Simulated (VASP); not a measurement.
# Rb (I4/mmm) in VASP: further runs

Runs on Rb. Level: LDA. Tasks: single point.

All numbers are computed with VASP 6.6.1; they aren't measurements. Logs are shortened: lines on timing, memory, paths and dates and some standing lists are left out, and cuts for length are marked.

## (1) The cell of the first run

The structure is tetragonal, space group I4/mmm (No. 139). Conventional cell: a = 5.163 Å, b = 5.163 Å, c = 5.836 Å, α = 90.00°, β = 90.00°, γ = 90.00°.

## (2) Single point, LDA (strain -0.080 along x and y, +0.040 along z)

INCAR

```
ALGO = Normal ; EDIFF = 1E-7
ENCUT = 520 ; GGA = CA
ISIF = 2 ; ISMEAR = 0
LASPH = True ; LCHARG = False
LREAL = False ; LWAVE = False
NBANDS = 10 ; NELM = 100
PREC = Accurate ; SIGMA = 0.15
```

KPOINTS

```
k-points
0
Gamma
  12 12 12
```

POSCAR

```
Rb
1.0
   -2.5815200000      2.5815200000      2.9182400000
    2.5815200000     -2.5815200000      2.9182400000
    2.5815200000      2.5815200000     -2.9182400000
Rb
1
Direct
    0.0000000000      0.0000000000      0.0000000000
```

Potentials or basis: VASP PAW LDA potentials, release 64 (Rb_sv).

Run with:

```
cat potpaw_LDA.64/Rb_sv/POTCAR > POTCAR
mpirun -np 1 vasp_std > vasp.out
```

OUTCAR:

```text
EDIFF = 1E-7
   ENCUT = 520
   GGA = CA
   ISIF = 2
   ISMEAR = 0
   LASPH = True
   LREAL = False
   NELM = 100
   PREC = Accurate

 ion  position               nearest neighbor table
   1  0.000  0.000  0.000-

  LATTYP: Found a body centered tetragonal cell.
 ALAT       =     5.1630400000
 C/A-ratio  =     1.1304347826

  Lattice vectors:

 A1 = (  -2.5815200000,   2.5815200000,   2.9182400000)
 A2 = (   2.5815200000,  -2.5815200000,   2.9182400000)
 A3 = (   2.5815200000,   2.5815200000,  -2.9182400000)

Analysis of symmetry for initial positions (statically):
=====================================================================
 Subroutine PRICEL returns:
 Original cell was already a primitive cell.

 Routine SETGRP: Setting up the symmetry group for a
 body centered tetragonal supercell.

 Subroutine GETGRP returns: Found 16 space group operations
 (whereof 16 operations were pure point group operations)
 out of a pool of 16 trial point group operations.

The static configuration has the point symmetry D_4h.

Analysis of symmetry for dynamics (positions and initial velocities):
=====================================================================
 Subroutine PRICEL returns:
 Original cell was already a primitive cell.

 Routine SETGRP: Setting up the symmetry group for a
 body centered tetragonal supercell.

 Subroutine GETGRP returns: Found 16 space group operations
 (whereof 16 operations were pure point group operations)
 out of a pool of 16 trial point group operations.

The dynamic configuration has the point symmetry D_4h.

 Subroutine INISYM returns: Found 16 space group operations
 (whereof 16 operations are pure point group operations),
 and found     1 'primitive' translations

----------------------------------------------------------------------------------------

                                     Primitive cell

  volume of cell :      77.7915

  direct lattice vectors                    reciprocal lattice vectors
    -2.581520000  2.581520000  2.918240000     0.000000000  0.193684341  0.171336148
     2.581520000 -2.581520000  2.918240000     0.193684341  0.000000000  0.171336148
     2.581520000  2.581520000 -2.918240000     0.193684341  0.193684341  0.000000000

  length of vectors
     4.673822388  4.673822388  4.673822388     0.258591762  0.258591762  0.273911022

  position of ions in fractional coordinates (direct lattice)
     0.000000000  0.000000000  0.000000000

  ion indices of the primitive-cell ions
   primitive index   ion index
                 1           1

----------------------------------------------------------------------------------------

 KPOINTS: k-points

Automatic generation of k-mesh.
 Grid dimensions read from file:
 generate k-points for:   12   12   12

 Generating k-lattice:

  Cartesian coordinates                     Fractional coordinates (reciprocal lattice)
     0.000000000  0.016140362  0.014278012     0.083333333 -0.000000000  0.000000000
     0.016140362  0.000000000  0.014278012    -0.000000000  0.083333333  0.000000000
     0.016140362  0.016140362  0.000000000     0.000000000  0.000000000  0.083333333

  Length of vectors
     0.021549314  0.021549314  0.022825918

  Shift w.r.t. Gamma in fractional coordinates (k-lattice)
     0.000000000  0.000000000  0.000000000

 Subroutine IBZKPT returns following result:
 ===========================================

 Found    163 irreducible k-points:

 Following reciprocal coordinates:
            Coordinates               Weight
  0.000000  0.000000  0.000000      1.000000
  0.083333  0.000000 -0.000000      8.000000
  0.166667  0.000000 -0.000000      8.000000
  0.250000  0.000000  0.000000      8.000000
  0.333333 -0.000000  0.000000      8.000000
  0.416667  0.000000 -0.000000      8.000000
[... 16 lines left out ...]
  0.500000  0.166667 -0.000000     16.000000
 -0.416667  0.166667  0.000000     16.000000
 [... further k-points ...]
   k-points           NKPTS =    163   k-points in BZ     NKDIM =    163   number of bands    NBANDS=     10
   number of dos      NEDOS =    301   number of ions     NIONS =      1
   total plane-waves  NPLWV =  46656
   dimension x,y,z NGX =    36 NGY =   36 NGZ =   36
   dimension x,y,z NGXF=    72 NGYF=   72 NGZF=   72
   ions per type =               1
   NGX,Y,Z   is equivalent  to a cutoff of  12.81, 12.81, 12.81 a.u.
   NGXF,Y,Z  is equivalent  to a cutoff of  25.61, 25.61, 25.61 a.u.
 SYSTEM =  unknown system
   PREC   = accura    normal or accurate (medium, high low for compatibility)
   ISTART =      0    job   : 0-new  1-cont  2-samecut
   ICHARG =      2    charge: 1-file 2-atom 10-const
   ISPIN  =      1    spin polarized calculation?
   LNONCOLLINEAR =      F non collinear calculations
   LSORBIT =      F    spin-orbit coupling
   LASPH  =      T    aspherical Exc in radial PAW
   ENCUT  =  520.0 eV  38.22 Ry    6.18 a.u.   8.69  8.69  8.69*2*pi/ulx,y,z
   NELM   =    100;   NELMIN=  2; NELMDL= -5     # of ELM steps
   EDIFF  = 0.1E-06   stopping-criterion for ELM
   LREAL  =      F    real-space projection
   EDIFFG = 0.1E-05   stopping-criterion for IOM
   NSW    =      0    number of steps for IOM
   IBRION =     -1    ionic relax: 0-MD 1-quasi-New 2-CG
   NFREE  =      0    steps in history (QN), initial steepest desc. (CG)
   ISIF   =      2    stress and relaxation
   ISYM   =      2    0-nonsym 1-usesym 2-fastsym
   POTIM  = 0.5000    time-step for ionic-motion
   TEBEG  =    0.0;   TEEND  =   0.0 temperature during run
   PSTRESS=    0.0 pullay stress
   NELECT =       9.0000    total number of electrons
   NUPDOWN=      -1.0000    fix difference up-down
   EMIN   =  10.00;   EMAX   =-10.00  energy-range for DOS
   EFERMI =   0.00;   METHOD = LEGACY
   ISMEAR =     0;   SIGMA  =   0.15  broadening in eV -4-tet -1-fermi 0-gaus
   EFERMI_NEDOS =   21; number of points for ismear=-14 and -15
   IALGO  =     38    algorithm
   IMIX   =      4    mixing-type and parameters
     AMIX     =   0.40;   BMIX     =  1.00
     AMIX_MAG =   1.60;   BMIX_MAG =  1.00
  volume/ion in A,a.u.               =      77.79       524.96
  Fermi-wavevector in a.u.,A,eV,Ry     =   0.797710  1.507453  8.657947  0.636341
  Thomas-Fermi vector in A             =   1.904480
   LORBIT       =      0    0 simple, 1 ext, 2 COOP (PROOUT), +10 PAW based schemes
   GGA     = CA    functional components
   LHFCALC =     F    Hartree Fock is set to
   AEXX    =    0.0000 exact exchange contribution
   IVDW    =     0    specifies the selected vdW correction
   LEPSILON=     F    determine dielectric tensor
   LRPA    =     F    only Hartree local field effects (RPA)
 non-spin polarized calculation
 Gauss-broadening in eV      SIGMA  =   0.15
  energy-cutoff  :      520.00
  volume of cell :       77.79
 maximum number of plane-waves:      2120
   NGX = 17   NGY = 17   NGZ = 17

 number of electron       9.0000000 magnetization

 Free energy of the ion-electron system (eV)
  ---------------------------------------------------
  ext. energy  EPLUGINS =         0.00000000
  ---------------------------------------------------
  free energy    TOTEN  =        -1.06411855 eV

  energy without entropy =       -1.05322044  energy(sigma->0) =       -1.05866949

 E-fermi :   0.1553     XC(G=0):  -6.0923

 val. band max:        0.1411244895   @ k =  -0.3333  -0.3333   0.3333
 cond. band min:       0.1553590153   @ k =  -0.2500   0.3333   0.2500
 fundamental gap:      0.0142345258
 Fermi energy:         0.1553499360

 k-point     1 :       0.0000    0.0000    0.0000
  band No.  band energies     occupation
      1     -28.5630      2.00000
      2     -12.6428      2.00000
      3     -12.6428      2.00000
      4     -12.6412      2.00000
      5      -2.0447      2.00000
      6       3.7157      0.00000
      7       3.7157      0.00000
      8       4.3448      0.00000
      9       4.5012      0.00000
     10       5.3868      0.00000

 k-point     2 :       0.0833    0.0000   -0.0000
  band No.  band energies     occupation
      1     -28.5624      2.00000
      2     -12.6539      2.00000
      3     -12.6459      2.00000
      4     -12.6420      2.00000
      5      -1.9520      2.00000
      6       3.6007      0.00000
      7       3.7176      0.00000
      8       4.3193      0.00000
      9       4.4000      0.00000
     10       5.2755      0.00000

 k-point     3 :       0.1667    0.0000   -0.0000
  band No.  band energies     occupation
      1     -28.5608      2.00000
      2     -12.6858      2.00000
      3     -12.6545      2.00000
      4     -12.6422      2.00000
      5      -1.6813      2.00000
      6       3.1728      0.00000
      7       3.6086      0.00000
      8       4.3840      0.00000
      9       4.4332      0.00000
     10       5.1099      0.00000

 k-point     4 :       0.2500    0.0000    0.0000
  band No.  band energies     occupation
      1     -28.5586      2.00000
      2     -12.7287      2.00000
      3     -12.6661      2.00000
      4     -12.6424      2.00000
      5      -1.2557      2.00000
      6       2.5838      0.00000
      7       3.3783      0.00000
      8       4.4771      0.00000
      9       4.8139      0.00000
     10       5.0585      0.00000

 k-point     5 :       0.3333   -0.0000    0.0000
  band No.  band energies     occupation
      1     -28.5564      2.00000
      2     -12.7707      2.00000
      3     -12.6777      2.00000
      4     -12.6427      2.00000
      5      -0.7143      2.00000
      6       1.9833      0.00000
      7       3.1588      0.00000
      8       4.4769      0.00000
      9       5.1991      0.00000
     10       5.3913      0.00000

 k-point     6 :       0.4167    0.0000   -0.0000
  band No.  band energies     occupation
      1     -28.5547      2.00000
      2     -12.8010      2.00000
      3     -12.6861      2.00000
      4     -12.6428      2.00000
      5      -0.1260      1.99202
      6       1.4082      0.00000
      7       3.0124      0.00000
      8       4.3776      0.00000
      9       5.4482      0.00000
     10       6.1148      0.00000
[... 183 lines left out ...]
 k-point    21 :       0.3333    0.1667   -0.0000
  band No.  band energies     occupation
      1     -28.5541      2.00000
      2     -12.7879      2.00000
      3     -12.7033      2.00000
      4     -12.6536      2.00000
      5       0.0674      1.59323
      6       1.5616      0.00000
      7       2.5821      0.00000
      8       4.3215      0.00000
      9       5.2243      0.00000
     10       5.8169      0.00000

 k-point    22 :       0.4167    0.1667   -0.0000
  band No.  band energies     occupation
      1     -28.5535      2.00000
      2     -12.7968      2.00000
      3     -12.7073      2.00000
      4     -12.6560      2.00000
      5       0.5602      0.00014
      6       1.1031      0.00000
      7       2.5400      0.00000
      8       4.2282      0.00000
      9       5.4512      0.00000
     10       5.7380      0.00000

 k-point    23 :       0.5000    0.1667   -0.0000
  band No.  band energies     occupation
      1     -28.5539      2.00000
      2     -12.7915      2.00000
      3     -12.7016      2.00000
      4     -12.6578      2.00000
      5       0.2089      0.61363
      6       1.4213      0.00000
      7       2.6002      0.00000
      8       4.2986      0.00000
      9       5.2824      0.00000
     10       5.8326      0.00000

 k-point    24 :      -0.4167    0.1667    0.0000
  band No.  band energies     occupation
      1     -28.5553      2.00000
      2     -12.7726      2.00000
      3     -12.6883      2.00000
      4     -12.6585      2.00000
      5      -0.3865      2.00000
      6       1.9553      0.00000
      7       2.7295      0.00000
      8       4.3843      0.00000
      9       5.1204      0.00000
     10       5.6852      0.00000

 [... further k-points ...]

------------------------ aborting loop because EDIFF is reached ----------------------------------------

  FORCE on cell =-STRESS in cart. coord.  units (eV):
  Direction    XX          YY          ZZ          XY          YZ          ZX
  --------------------------------------------------------------------------------------
  -------------------------------------------------------------------------------------
  Total       -0.0032127     -0.0032127      0.0014525      0.0000000     -0.0000000      0.0000000
  in kB       -0.0661673     -0.0661673      0.0299161      0.0000000     -0.0000000      0.0000000
  external PRESSURE =      -0.0341395 kB  Pullay stress =       0.0000000 kB

 VOLUME and BASIS-vectors are now :
 -----------------------------------------------------------------------------
  energy-cutoff  :      520.00
  volume of cell :       77.79
      direct lattice vectors                 reciprocal lattice vectors
    -2.581520000  2.581520000  2.918240000     0.000000000  0.193684341  0.171336148
     2.581520000 -2.581520000  2.918240000     0.193684341  0.000000000  0.171336148
     2.581520000  2.581520000 -2.918240000     0.193684341  0.193684341  0.000000000

 POSITION                                       TOTAL-FORCE (eV/Angst)
 -----------------------------------------------------------------------------------
      0.00000      0.00000      0.00000        -0.000000     -0.000000      0.000000
 -----------------------------------------------------------------------------------
    total drift:                               -0.000000      0.000000      0.000000

  FREE ENERGIE OF THE ION-ELECTRON SYSTEM (eV)
  ---------------------------------------------------
  free  energy   TOTEN  =        -1.0641185461 eV

  energy  without entropy=       -1.0532204386  energy(sigma->0) =       -1.05866949
```

Run time: 30 s. Hardware: 1 thread of Intel Xeon 6975P-C (Granite Rapids), shared host; peak memory 0.25 GiB.

Results:

| Quantity | Value |
| --- | --- |
| Free energy | -1.0641 eV |
| Pressure | 0.0 GPa |

Levels at points of the mesh, in eV from the Fermi level:
```
           k point  band 2  band 3  band 4  band 5  band 6  band 7
(0.00, 0.00, 0.00)  -12.80  -12.80  -12.80   -2.20    3.56    3.56
(0.50, 0.00, 0.00)  -12.97  -12.84  -12.80    0.10    0.89    2.81
(0.50, 0.50, 0.00)  -12.96  -12.86  -12.81    0.30    1.19    2.14
(0.50, 0.50, 0.50)  -12.94  -12.90  -12.90    0.96    1.33    2.87
```

Caveat: the cell differs from its parent crystal (strain -0.080 along x and y, +0.040 along z).

## (3) Single point, LDA (strain -0.080 along x and y, +0.080 along z)

INCAR

```
  ALGO = Normal
  EDIFF = 1E-7
  ENCUT = 520
  ISIF = 2
  ISMEAR = 0
  LASPH = True
  LCHARG = True
  LELF = True
  LREAL = False
  LVHAR = True
  LWAVE = False
  NBANDS = 10
  NELM = 100
  PREC = Accurate
  SIGMA = 0.15
```

KPOINTS is that of step 2.

POSCAR

```
Rb
1.0
   -2.5815200000      2.5815200000      3.0304800000
    2.5815200000     -2.5815200000      3.0304800000
    2.5815200000      2.5815200000     -3.0304800000
Rb
1
Direct
    0.0000000000      0.0000000000      0.0000000000
```

Potentials or basis: VASP PAW LDA potentials, release 64 (Rb_sv).

Run with:

```
cat potpaw_LDA.64/Rb_sv/POTCAR > POTCAR
mpirun -np 1 vasp_std > vasp.out
```

Run time: 37 s. Hardware: 1 thread of Intel Xeon 6975P-C (Granite Rapids), shared host; peak memory 0.25 GiB.

The run converged. Its results:

| Quantity | Value |
| --- | --- |
| Free energy | -1.0632 eV |
| Pressure | -0.1 GPa |

Levels at points of the mesh, in eV from the Fermi level:
| k point | band 3 | band 4 | band 5 | band 6 | band 7 | band 8 |
| --- | --- | --- | --- | --- | --- | --- |
| (0.00, 0.00, 0.00) | -12.82 | -12.82 | -2.14 | 3.52 | 3.52 | 4.17 |
| (0.50, 0.00, 0.00) | -12.86 | -12.82 | 0.10 | 0.84 | 2.89 | 3.99 |
| (0.50, 0.50, 0.00) | -12.87 | -12.84 | 0.36 | 1.22 | 2.05 | 4.89 |
| (0.50, 0.50, 0.50) | -12.90 | -12.90 | 0.93 | 1.43 | 2.56 | 4.15 |

Caveat: the cell differs from its parent crystal (strain -0.080 along x and y, +0.080 along z).

## (4) Single point, LDA (strain -0.080 along x and y, -0.040 along z)

INCAR

```
SYSTEM = Rb
PREC = Accurate ; ENCUT = 520
EDIFF = 1E-6 ; ISMEAR = 0
SIGMA = 0.15 ; LREAL = .FALSE.
LASPH = .TRUE. ; NELM = 100
ALGO = Normal ; ISIF = 2
LWAVE = .FALSE. ; LCHARG = .FALSE.
NBANDS = 10
```

KPOINTS

```
Automatic mesh
0
G
  12 12 12
  0 0 0
```

POSCAR

```
Rb
1.0
   -2.5815200000      2.5815200000      2.6937600000
    2.5815200000     -2.5815200000      2.6937600000
    2.5815200000      2.5815200000     -2.6937600000
Rb
1
Direct
    0.0000000000      0.0000000000      0.0000000000
```

Run with:

```
cat potpaw_LDA.64/Rb_sv/POTCAR > POTCAR
mpirun -np 1 vasp_std > vasp.out
```

Run time: 35 s. Hardware: 1 thread of Intel Xeon 6975P-C (Granite Rapids), shared host; peak memory 0.24 GiB.

Results (log left out):

```
Free energy : -1.0584 eV
Pressure    : 0.3 GPa
```

Levels at points of the mesh, in eV from the Fermi level:
| k point | band 3 | band 4 | band 5 | band 6 | band 7 | band 8 |
| --- | --- | --- | --- | --- | --- | --- |
| (0.00, 0.00, 0.00) | -12.75 | -12.75 | -2.31 | 3.71 | 3.71 | 3.95 |
| (0.50, 0.00, 0.00) | -12.82 | -12.75 | 0.10 | 1.03 | 2.63 | 4.56 |
| (0.50, 0.50, 0.00) | -12.83 | -12.76 | 0.17 | 1.14 | 2.37 | 4.83 |
| (0.50, 0.50, 0.50) | -12.90 | -12.90 | 1.01 | 1.13 | 3.62 | 4.09 |

Caveat: the cell differs from its parent crystal (strain -0.080 along x and y, -0.040 along z).

## (5) Overview

| cell | gap on the mesh (eV) | pressure (GPa) |
| --- | --- | --- |
| a = 4.674 Å, angles 112.9, 112.9, 102.7°, 1 atom | none | 0.0 |
| a = 4.745 Å, angles 114.1, 114.1, 100.6°, 1 atom | none | -0.1 |
| a = 4.537 Å, angles 110.6, 110.6, 107.2°, 1 atom | none | 0.3 |

Alike in all rows: task single point; level LDA; potentials or basis VASP PAW LDA potentials, release 64 (Rb_sv); no spin polarisation; k mesh 12 × 12 × 12; cutoff (eV) 520; smearing gaussian 0.15 eV.

Absolute energies hang on the potentials; compare differences alone.
